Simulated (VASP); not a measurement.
# HgTe (F-43m) in VASP: a series of runs

The runs below take HgTe through single point, with PBE, revPBE.

Program: VASP 6.6.1. These are calculated values, not measurements. Logs are shortened: lines on timing, memory, paths and dates and some standing lists are left out, and cuts for length are marked.

### Step 1. The cell of the first run

Symmetry: F-43m, No. 216, cubic system. Conventional cell: a = 6.468 Å, b = 6.468 Å, c = 6.468 Å, α = 90.00°, β = 90.00°, γ = 90.00°. Hg (site symmetry -43m) has 4 Te at 2.80 Å within 3.7 Å. Within 3.7 Å of Te (site symmetry -43m) lie 4 Hg at 2.80 Å.

### Step 2. Single point, PBE

File INCAR:

```
SYSTEM = HgTe
ALGO = Normal
EDIFF = 1E-7
ENCUT = 520
GGA = PE
ISIF = 2
ISMEAR = 0
LASPH = .True.
LCHARG = .True.
LELF = .True.
LREAL = .False.
LVHAR = .True.
LWAVE = .False.
NBANDS = 16
NELM = 80
PREC = Accurate
SIGMA = 0.05
```

File KPOINTS:

```
k-points
0
Gamma
  6 6 6
  0 0 0
```

File POSCAR:

```
HgTe
1.0
    0.0000000000      3.2342082585      3.2342082585
    3.2342082585      0.0000000000      3.2342082585
    3.2342082585      3.2342082585      0.0000000000
Hg Te
1 1
Direct
    0.0000000000      0.0000000000      0.0000000000
    0.2500000000      0.2500000000      0.2500000000
```

Potentials or basis: VASP PAW PBE potentials, release 64 (Hg, Te).

Started as:

```
$ cat potpaw_PBE.64/Hg/POTCAR potpaw_PBE.64/Te/POTCAR > POTCAR
$ mpirun -np 1 vasp_std > vasp.out
```

OUTCAR:

```text
SYSTEM = HgTe
   EDIFF = 1E-7
   ENCUT = 520
   GGA = PE
   ISIF = 2
   ISMEAR = 0
   LASPH = .True.
   LREAL = .False.
   NELM = 80
   PREC = Accurate

 ion  position               nearest neighbor table
   1  0.000  0.000  0.000-   2 2.80   2 2.80   2 2.80   2 2.80
   2  0.250  0.250  0.250-   1 2.80   1 2.80   1 2.80   1 2.80

  LATTYP: Found a face centered cubic cell.
 ALAT       =     6.4684165170

  Lattice vectors:

 A1 = (   0.0000000000,   3.2342082585,   3.2342082585)
 A2 = (   3.2342082585,   0.0000000000,   3.2342082585)
 A3 = (   3.2342082585,   3.2342082585,   0.0000000000)

Analysis of symmetry for initial positions (statically):
=====================================================================
 Subroutine PRICEL returns:
 Original cell was already a primitive cell.

 Routine SETGRP: Setting up the symmetry group for a
 face centered cubic supercell.

 Subroutine GETGRP returns: Found 24 space group operations
 (whereof 24 operations were pure point group operations)
 out of a pool of 48 trial point group operations.

The static configuration has the point symmetry T_d .

Analysis of symmetry for dynamics (positions and initial velocities):
=====================================================================
 Subroutine PRICEL returns:
 Original cell was already a primitive cell.

 Routine SETGRP: Setting up the symmetry group for a
 face centered cubic supercell.

 Subroutine GETGRP returns: Found 24 space group operations
 (whereof 24 operations were pure point group operations)
 out of a pool of 48 trial point group operations.

The dynamic configuration has the point symmetry T_d .

 Subroutine INISYM returns: Found 24 space group operations
 (whereof 24 operations are pure point group operations),
 and found     1 'primitive' translations

----------------------------------------------------------------------------------------

                                     Primitive cell

  volume of cell :      67.6603

  direct lattice vectors                    reciprocal lattice vectors
     0.000000000  3.234208258  3.234208258    -0.154597342  0.154597342  0.154597342
     3.234208258  0.000000000  3.234208258     0.154597342 -0.154597342  0.154597342
     3.234208258  3.234208258  0.000000000     0.154597342  0.154597342 -0.154597342

  length of vectors
     4.573861183  4.573861183  4.573861183     0.267770451  0.267770451  0.267770451

  position of ions in fractional coordinates (direct lattice)
     0.000000000  0.000000000  0.000000000
     0.250000000  0.250000000  0.250000000

  ion indices of the primitive-cell ions
   primitive index   ion index
                 1           1
                 2           2

----------------------------------------------------------------------------------------

 KPOINTS: k-points

Automatic generation of k-mesh.
 Grid dimensions read from file:
 generate k-points for:    6    6    6

 Generating k-lattice:

  Cartesian coordinates                     Fractional coordinates (reciprocal lattice)
    -0.025766224  0.025766224  0.025766224     0.166666667  0.000000000  0.000000000
     0.025766224 -0.025766224  0.025766224     0.000000000  0.166666667  0.000000000
     0.025766224  0.025766224 -0.025766224     0.000000000  0.000000000  0.166666667

  Length of vectors
     0.044628408  0.044628408  0.044628408

  Shift w.r.t. Gamma in fractional coordinates (k-lattice)
     0.000000000  0.000000000  0.000000000

 Subroutine IBZKPT returns following result:
 ===========================================

 Found     16 irreducible k-points:

 Following reciprocal coordinates:
            Coordinates               Weight
  0.000000  0.000000  0.000000      1.000000
  0.166667  0.000000  0.000000      8.000000
  0.333333  0.000000  0.000000      8.000000
  0.500000  0.000000  0.000000      4.000000
  0.166667  0.166667  0.000000      6.000000
  0.333333  0.166667  0.000000     24.000000
[... 8 lines left out ...]
 -0.333333  0.333333  0.166667     24.000000
 -0.333333  0.500000  0.166667     12.000000
   k-points           NKPTS =     16   k-points in BZ     NKDIM =     16   number of bands    NBANDS=     16
   number of dos      NEDOS =    301   number of ions     NIONS =      2
   total plane-waves  NPLWV =  46656
   dimension x,y,z NGX =    36 NGY =   36 NGZ =   36
   dimension x,y,z NGXF=    72 NGYF=   72 NGZF=   72
   ions per type =               1   1
   NGX,Y,Z   is equivalent  to a cutoff of  13.08, 13.08, 13.08 a.u.
   NGXF,Y,Z  is equivalent  to a cutoff of  26.17, 26.17, 26.17 a.u.
 SYSTEM =  HgTe
   PREC   = accura    normal or accurate (medium, high low for compatibility)
   ISTART =      0    job   : 0-new  1-cont  2-samecut
   ICHARG =      2    charge: 1-file 2-atom 10-const
   ISPIN  =      1    spin polarized calculation?
   LNONCOLLINEAR =      F non collinear calculations
   LSORBIT =      F    spin-orbit coupling
   LASPH  =      T    aspherical Exc in radial PAW
   ENCUT  =  520.0 eV  38.22 Ry    6.18 a.u.   8.50  8.50  8.50*2*pi/ulx,y,z
   NELM   =     80;   NELMIN=  2; NELMDL= -5     # of ELM steps
   EDIFF  = 0.1E-06   stopping-criterion for ELM
   LREAL  =      F    real-space projection
   EDIFFG = 0.1E-05   stopping-criterion for IOM
   NSW    =      0    number of steps for IOM
   IBRION =     -1    ionic relax: 0-MD 1-quasi-New 2-CG
   NFREE  =      0    steps in history (QN), initial steepest desc. (CG)
   ISIF   =      2    stress and relaxation
   ISYM   =      2    0-nonsym 1-usesym 2-fastsym
   POTIM  = 0.5000    time-step for ionic-motion
   TEBEG  =    0.0;   TEEND  =   0.0 temperature during run
   PSTRESS=    0.0 pullay stress
   NELECT =      18.0000    total number of electrons
   NUPDOWN=      -1.0000    fix difference up-down
   EMIN   =  10.00;   EMAX   =-10.00  energy-range for DOS
   EFERMI =   0.00;   METHOD = LEGACY
   ISMEAR =     0;   SIGMA  =   0.05  broadening in eV -4-tet -1-fermi 0-gaus
   EFERMI_NEDOS =   21; number of points for ismear=-14 and -15
   IALGO  =     38    algorithm
   IMIX   =      4    mixing-type and parameters
     AMIX     =   0.40;   BMIX     =  1.00
     AMIX_MAG =   1.60;   BMIX_MAG =  1.00
  volume/ion in A,a.u.               =      33.83       228.30
  Fermi-wavevector in a.u.,A,eV,Ry     =   1.052901  1.989695 15.083436  1.108601
  Thomas-Fermi vector in A             =   2.188002
   LORBIT       =      0    0 simple, 1 ext, 2 COOP (PROOUT), +10 PAW based schemes
   GGA     = PE    functional components
   LHFCALC =     F    Hartree Fock is set to
   AEXX    =    0.0000 exact exchange contribution
   IVDW    =     0    specifies the selected vdW correction
   LEPSILON=     F    determine dielectric tensor
   LRPA    =     F    only Hartree local field effects (RPA)
 non-spin polarized calculation
 Gauss-broadening in eV      SIGMA  =   0.05
  energy-cutoff  :      520.00
  volume of cell :       67.66
 maximum number of plane-waves:      1853
 NGX is ok and might be reduce to    36
   NGX = 17   NGY = 17   NGZ = 17

 number of electron      18.0000002 magnetization

 Free energy of the ion-electron system (eV)
  ---------------------------------------------------
  ext. energy  EPLUGINS =         0.00000000
  ---------------------------------------------------
  free energy    TOTEN  =        -3.57615556 eV

  energy without entropy =       -3.57579847  energy(sigma->0) =       -3.57597701

 E-fermi :   3.0958     XC(G=0):  -8.7314

 val. band max:        3.0805445813   @ k =   0.0000   0.0000   0.0000
 cond. band min:       3.7843787424   @ k =   0.5000   0.0000   0.0000
 fundamental gap:      0.7038341611
 Fermi energy:         3.0957730790

 k-point     1 :       0.0000    0.0000    0.0000
  band No.  band energies     occupation
      1      -8.8906      2.00000
      2      -4.2664      2.00000
      3      -4.2664      2.00000
      4      -4.2664      2.00000
      5      -3.7397      2.00000
      6      -3.7397      2.00000
[... 8 lines left out ...]
     15      12.6277      0.00000
     16      12.6277      0.00000

 k-point     2 :       0.1667    0.0000    0.0000
  band No.  band energies     occupation
      1      -8.7582      2.00000
      2      -4.2304      2.00000
      3      -4.2304      2.00000
      4      -4.2097      2.00000
      5      -3.7425      2.00000
      6      -3.7425      2.00000
[... 8 lines left out ...]
     15      11.6456      0.00000
     16      11.6456      0.00000

 k-point     3 :       0.3333    0.0000    0.0000
  band No.  band energies     occupation
      1      -8.4740      2.00000
      2      -4.1681      2.00000
      3      -4.1681      2.00000
      4      -3.9196      2.00000
      5      -3.7334      2.00000
      6      -3.7334      2.00000
[... 8 lines left out ...]
     15      11.9561      0.00000
     16      11.9561      0.00000

 k-point     4 :       0.5000    0.0000    0.0000
  band No.  band energies     occupation
      1      -8.3214      2.00000
      2      -4.1439      2.00000
      3      -4.1439      2.00000
      4      -3.7188      2.00000
      5      -3.7188      2.00000
      6      -3.4348      2.00000
[... 8 lines left out ...]
     15      13.1245      0.00000
     16      13.1245      0.00000

 k-point     5 :       0.1667    0.1667    0.0000
  band No.  band energies     occupation
      1      -8.7135      2.00000
      2      -4.2422      2.00000
      3      -4.1936      2.00000
      4      -4.1936      2.00000
      5      -3.7631      2.00000
      6      -3.7243      2.00000
[... 8 lines left out ...]
     15      11.5678      0.00000
     16      12.7636      0.00000

 k-point     6 :       0.3333    0.1667    0.0000
  band No.  band energies     occupation
      1      -8.4770      2.00000
      2      -4.1740      2.00000
      3      -4.1210      2.00000
      4      -4.0383      2.00000
      5      -3.7470      2.00000
      6      -3.7119      2.00000
[... 8 lines left out ...]
     15      12.4749      0.00000
     16      12.7777      0.00000

 k-point     7 :       0.5000    0.1667    0.0000
  band No.  band energies     occupation
      1      -8.2743      2.00000
      2      -4.1273      2.00000
      3      -4.0902      2.00000
      4      -3.7920      2.00000
      5      -3.7139      2.00000
      6      -3.4673      2.00000
[... 8 lines left out ...]
     15      12.7390      0.00000
     16      13.2441      0.00000

 k-point     8 :      -0.3333    0.1667    0.0000
  band No.  band energies     occupation
      1      -8.3258      2.00000
      2      -4.1236      2.00000
      3      -4.1188      2.00000
      4      -3.7834      2.00000
      5      -3.7472      2.00000
      6      -3.6237      2.00000
[... 8 lines left out ...]
     15      11.9411      0.00000
     16      13.2044      0.00000

 k-point     9 :      -0.1667    0.1667    0.0000
  band No.  band energies     occupation
      1      -8.5729      2.00000
      2      -4.1888      2.00000
      3      -4.1668      2.00000
      4      -4.0956      2.00000
      5      -3.7608      2.00000
      6      -3.7189      2.00000
[... 8 lines left out ...]
     15      11.9929      0.00000
     16      12.2623      0.00000

 k-point    10 :       0.3333    0.3333    0.0000
  band No.  band energies     occupation
      1      -8.3296      2.00000
      2      -4.1296      2.00000
      3      -4.0257      2.00000
      4      -4.0257      2.00000
      5      -3.6963      2.00000
      6      -3.6933      2.00000
[... 8 lines left out ...]
     15      13.1156      0.00000
     16      14.7057      0.00000

 k-point    11 :       0.5000    0.3333    0.0000
  band No.  band energies     occupation
      1      -8.1746      2.00000
      2      -4.0840      2.00000
      3      -3.9802      2.00000
      4      -3.9163      2.00000
      5      -3.6954      2.00000
      6      -3.4015      2.00000
[... 8 lines left out ...]
     15      13.4784      0.00000
     16      14.4219      0.00000

 k-point    12 :      -0.3333    0.3333    0.0000
  band No.  band energies     occupation
      1      -8.1741      2.00000
      2      -4.0870      2.00000
      3      -4.0232      2.00000
      4      -3.7990      2.00000
      5      -3.7316      2.00000
      6      -3.2993      2.00000
[... 8 lines left out ...]
     15      12.1287      0.00000
     16      14.8734      0.00000

 k-point    13 :       0.5000    0.5000    0.0000
  band No.  band energies     occupation
      1      -8.1217      2.00000
      2      -4.0883      2.00000
      3      -3.9270      2.00000
      4      -3.9270      2.00000
      5      -3.6776      2.00000
      6      -3.2867      2.00000
[... 8 lines left out ...]
     15      13.3613      0.00000
     16      14.5257      0.00000

 k-point    14 :       0.5000    0.3333    0.1667
  band No.  band energies     occupation
      1      -8.2775      2.00000
      2      -4.0972      2.00000
      3      -4.0692      2.00000
      4      -3.8913      2.00000
      5      -3.7160      2.00000
      6      -3.5933      2.00000
[... 8 lines left out ...]
     15      13.3238      0.00000
     16      14.1713      0.00000

 k-point    15 :      -0.3333    0.3333    0.1667
  band No.  band energies     occupation
      1      -8.1741      2.00000
      2      -4.0731      2.00000
      3      -4.0374      2.00000
      4      -3.7890      2.00000
      5      -3.7498      2.00000
      6      -3.2770      2.00000
[... 8 lines left out ...]
     15      13.4289      0.00000
     16      14.0843      0.00000

 k-point    16 :      -0.3333    0.5000    0.1667
  band No.  band energies     occupation
      1      -8.1228      2.00000
      2      -4.0530      2.00000
      3      -3.9827      2.00000
      4      -3.8590      2.00000
      5      -3.7226      2.00000
      6      -3.1627      2.00000
[... 8 lines left out ...]
     15      13.9454      0.00000
     16      14.2281      0.00000

------------------------ aborting loop because EDIFF is reached ----------------------------------------

  FORCE on cell =-STRESS in cart. coord.  units (eV):
  Direction    XX          YY          ZZ          XY          YZ          ZX
  --------------------------------------------------------------------------------------
  -------------------------------------------------------------------------------------
  Total        1.5555988      1.5555988      1.5555988     -0.0000000      0.0000000      0.0000000
  in kB       36.8361518     36.8361518     36.8361518     -0.0000000      0.0000000      0.0000000
  external PRESSURE =      36.8361518 kB  Pullay stress =       0.0000000 kB

 VOLUME and BASIS-vectors are now :
 -----------------------------------------------------------------------------
  energy-cutoff  :      520.00
  volume of cell :       67.66
      direct lattice vectors                 reciprocal lattice vectors
     0.000000000  3.234208258  3.234208258    -0.154597342  0.154597342  0.154597342
     3.234208258  0.000000000  3.234208258     0.154597342 -0.154597342  0.154597342
     3.234208258  3.234208258  0.000000000     0.154597342  0.154597342 -0.154597342

 POSITION                                       TOTAL-FORCE (eV/Angst)
 -----------------------------------------------------------------------------------
      0.00000      0.00000      0.00000        -0.000000     -0.000000     -0.000000
      1.61710      1.61710      1.61710         0.000000      0.000000      0.000000
 -----------------------------------------------------------------------------------
    total drift:                               -0.000000     -0.000000     -0.000000

  FREE ENERGIE OF THE ION-ELECTRON SYSTEM (eV)
  ---------------------------------------------------
  free  energy   TOTEN  =        -3.5761555579 eV

  energy  without entropy=       -3.5757984692  energy(sigma->0) =       -3.57597701
```

Wall time 11 s (1 thread of Intel Xeon 6975P-C (Granite Rapids), shared host); peak memory 0.2 GiB.

What came out:

```
Free energy            : -3.5762 eV
Pressure               : 3.7 GPa
Band gap on the k mesh : zero (filled and empty bands touch)
```

Caveat: the cell stands under pressure; semilocal functionals underestimate gaps, so a narrow gap can read as zero; spin-orbit coupling is left out, which moves the levels of the heavy elements.

(Part 1 of 2 ends here.)
